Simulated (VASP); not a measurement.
# AlNi3 (Pm-3m) in VASP: a series of runs, part 2 of 2

VASP 6.6.1. The steps go on from the part before.

**3. Single point, LDA, collinear spin, ferromagnetic start (volume scaled by 0.96)**

File INCAR:

```
ALGO = Normal ; EDIFF = 1E-6
ENCUT = 520 ; ISIF = 2
ISMEAR = -1 ; ISPIN = 2
LASPH = True ; LCHARG = False
LMAXMIX = 4 ; LORBIT = 11
LREAL = False ; LWAVE = False
MAGMOM = 1 1 1 0 ; NBANDS = 28
NELM = 150 ; PREC = Accurate
SIGMA = 0.05
```

File KPOINTS:

```
k-points
0
Gamma
  8 8 8
```

File POSCAR:

```
AlNi3
1.0
    3.4754400422      0.0000000000      0.0000000000
    0.0000000000      3.4754400422      0.0000000000
    0.0000000000      0.0000000000      3.4754400422
Ni Al
3 1
Direct
    0.5000000000      0.5000000000      0.0000000000
    0.5000000000      0.0000000000      0.5000000000
    0.0000000000      0.5000000000      0.5000000000
    0.0000000000      0.0000000000      0.0000000000
```

Potentials or basis: VASP PAW LDA potentials, release 64 (Ni, Al).

On the command line:

```bash
$ cat potpaw_LDA.64/Ni/POTCAR potpaw_LDA.64/Al/POTCAR > POTCAR
$ mpirun -np 1 vasp_std > vasp.out
```

OUTCAR:

```text
EDIFF = 1E-6
   ENCUT = 520
   ISIF = 2
   ISMEAR = -1
   ISPIN = 2
   LASPH = True
   LORBIT = 11
   LREAL = False
   NELM = 150
   PREC = Accurate

 ion  position               nearest neighbor table
   1  0.500  0.500  0.000-   2 2.46   3 2.46   4 2.46   2 2.46   3 2.46   2 2.46   4 2.46   2 2.46
                             3 2.46   4 2.46   3 2.46   4 2.46
   2  0.500  0.000  0.500-   1 2.46   3 2.46   4 2.46   1 2.46   4 2.46   1 2.46   3 2.46   1 2.46
                             3 2.46   4 2.46   4 2.46   3 2.46
   3  0.000  0.500  0.500-   1 2.46   2 2.46   4 2.46   1 2.46   4 2.46   2 2.46   4 2.46   4 2.46
                             1 2.46   2 2.46   1 2.46   2 2.46
   4  0.000  0.000  0.000-   1 2.46   2 2.46   3 2.46   2 2.46   3 2.46   1 2.46   3 2.46   3 2.46
                             1 2.46   2 2.46   2 2.46   1 2.46

  LATTYP: Found a simple cubic cell.
 ALAT       =     3.4754400422

  Lattice vectors:

 A1 = (   3.4754400422,   0.0000000000,   0.0000000000)
 A2 = (   0.0000000000,   3.4754400422,   0.0000000000)
 A3 = (   0.0000000000,   0.0000000000,   3.4754400422)

Analysis of symmetry for initial positions (statically):
=====================================================================
 Subroutine PRICEL returns:
 Original cell was already a primitive cell.

 Routine SETGRP: Setting up the symmetry group for a
 simple cubic supercell.

 Subroutine GETGRP returns: Found 48 space group operations
 (whereof 48 operations were pure point group operations)
 out of a pool of 48 trial point group operations.

The static configuration has the point symmetry O_h .

Analysis of symmetry for dynamics (positions and initial velocities):
=====================================================================
 Subroutine PRICEL returns:
 Original cell was already a primitive cell.

 Routine SETGRP: Setting up the symmetry group for a
 simple cubic supercell.

[... 164 lines left out ...]
  ext. energy  EPLUGINS =         0.00000000
  ---------------------------------------------------
  free energy    TOTEN  =       -25.84298630 eV

  energy without entropy =      -25.80352913  energy(sigma->0) =      -25.82325771

 E-fermi :  10.1887     XC(G=0): -13.3813

 val. band max:       10.1821833876   @ k =   0.5000   0.3750   0.3750
 cond. band min:      10.1909251671   @ k =   0.3750   0.2500   0.2500
 fundamental gap:      0.0087417795
 Fermi energy:        10.1886892319

 spin component 1

 k-point     1 :       0.0000    0.0000    0.0000
  band No.  band energies     occupation
      1      -0.1976      1.00000
      2       5.5246      1.00000
      3       6.2636      1.00000
      4       6.2636      1.00000
      5       6.6708      1.00000
      6       6.6708      1.00000
[... 733 lines left out ...]
     27      25.6028      0.00000
     28      25.9630      0.00000

 [... further k-points ...]

 spin component 2

 k-point     1 :       0.0000    0.0000    0.0000
  band No.  band energies     occupation
      1      -0.1968      1.00000
      2       5.5660      1.00000
      3       6.3169      1.00000
      4       6.3169      1.00000
      5       6.7569      1.00000
      6       6.7569      1.00000
[... 733 lines left out ...]
     27      25.6028      0.00000
     28      25.9819      0.00000

 [... further k-points ...]
[... 5 lines left out ...]
  --------------------------------------------------------------------------------------
  -------------------------------------------------------------------------------------
  Total        0.3098188      0.3098188      0.3098188      0.0000000     -0.0000000      0.0000000
  in kB       11.8246680     11.8246680     11.8246680      0.0000000     -0.0000000      0.0000000
  external PRESSURE =      11.8246680 kB  Pullay stress =       0.0000000 kB

 VOLUME and BASIS-vectors are now :
 -----------------------------------------------------------------------------
  energy-cutoff  :      520.00
  volume of cell :       41.98
      direct lattice vectors                 reciprocal lattice vectors
     3.475440042  0.000000000  0.000000000     0.287733348  0.000000000  0.000000000
     0.000000000  3.475440042  0.000000000     0.000000000  0.287733348  0.000000000
     0.000000000  0.000000000  3.475440042     0.000000000  0.000000000  0.287733348

 POSITION                                       TOTAL-FORCE (eV/Angst)
 -----------------------------------------------------------------------------------
      1.73772      1.73772      0.00000         0.000000      0.000000      0.000000
      1.73772      0.00000      1.73772         0.000000      0.000000      0.000000
      0.00000      1.73772      1.73772         0.000000      0.000000      0.000000
      0.00000      0.00000      0.00000         0.000000      0.000000      0.000000
 -----------------------------------------------------------------------------------
    total drift:                                0.000000      0.000000      0.000000

  FREE ENERGIE OF THE ION-ELECTRON SYSTEM (eV)
  ---------------------------------------------------
  free  energy   TOTEN  =       -25.8429862981 eV

  energy  without entropy=      -25.8035291301  energy(sigma->0) =      -25.82325771

 total charge

# of ion       s       p       d       tot
------------------------------------------
    1        0.529   0.581   8.436   9.546
    2        0.529   0.581   8.436   9.546
    3        0.529   0.581   8.436   9.546
    4        0.420   0.426   0.000   0.846
--------------------------------------------------
tot          2.006   2.169  25.308  29.484

 magnetization (x)

# of ion       s       p       d       tot
------------------------------------------
    1       -0.001  -0.002   0.094   0.091
    2       -0.001  -0.002   0.094   0.091
    3       -0.001  -0.002   0.094   0.091
    4       -0.000  -0.003   0.000  -0.003
--------------------------------------------------
tot         -0.002  -0.008   0.281   0.270
```

OSZICAR:

```text
N       E                     dE             d eps       ncg     rms          rms(c)
DAV:   1     0.194409614204E+03    0.19441E+03   -0.14242E+04  4064   0.158E+03
DAV:   2    -0.168491488205E+02   -0.21126E+03   -0.19547E+03  3932   0.296E+02
DAV:   3    -0.298352978621E+02   -0.12986E+02   -0.12145E+02  4348   0.917E+01
[... 11 lines left out ...]
DAV:  15    -0.258429793125E+02   -0.13366E-05   -0.59843E-07  2524   0.114E-02    0.137E-02
DAV:  16    -0.258429818705E+02   -0.25580E-05   -0.21905E-06  2868   0.246E-02    0.104E-02
DAV:  17    -0.258429840756E+02   -0.22052E-05   -0.27980E-06  3180   0.272E-02    0.775E-03
DAV:  18    -0.258429855520E+02   -0.14764E-05   -0.26732E-06  3612   0.272E-02    0.489E-03
DAV:  19    -0.258429862981E+02   -0.74606E-06   -0.50850E-06  4256   0.387E-02
   1 F= -.25842986E+02 E0= -.25823258E+02  d E =-.394572E-01  mag=     0.2630
```

It took 77 s on 1 thread of Intel Xeon Platinum 8259CL at 2.50GHz (Skylake/Cascade Lake), shared host; peak memory 0.18 GiB.

What came out:

```yaml
Free_energy: -25.8430 eV
Pressure: 1.2 GPa
Net_moment: 0.26 μB per cell
Site_moments: Ni +0.09; Al -0.00 μB
Valence_electrons_inside_the_program's_atomic_spheres: Ni 9.55; Al 0.85
```
